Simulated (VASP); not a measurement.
## Sn: vibrations by perturbation theory with PBE

The system is Sn.

```
Sn
1.0
    -2.82634    2.82634    1.52212
     2.82634   -2.82634    1.52212
     2.82634    2.82634   -1.52212
Sn
2
Direct
  0.00000 0.00000 0.00000
  0.75000 0.25000 0.50000
```

```yaml
Program: VASP 6.6.1
Task: vibrations by perturbation theory
Functional: PBE
Potentials_or_basis: VASP PAW PBE potentials, release 64 (Sn_d)
Cutoff: 520 eV
k_mesh: 16 × 16 × 16
Occupations: fermi-dirac, width 0.15 eV
Spin: no spin polarisation
Dipole_correction: no
Further_INCAR_settings: ALGO = Normal; EDIFF = 1e-08; NBANDS = 21; IBRION = 8; NSW = 1
```

```yaml
Highest_phonon_frequency_at_Γ: 166 cm⁻¹
```

Phonon frequencies in cm⁻¹ (negative: imaginary):
| q point | frequencies |
| --- | --- |
| (0.000, 0.000, 0.000) | 0 0 0 48 166 166 |

Run time: 50 min on 1 thread of Oxide Virtual Turin-like Processor, on a shared host, peak memory 1.8 GiB.

Caveat: the cell stands under pressure or tension, which shifts response properties.
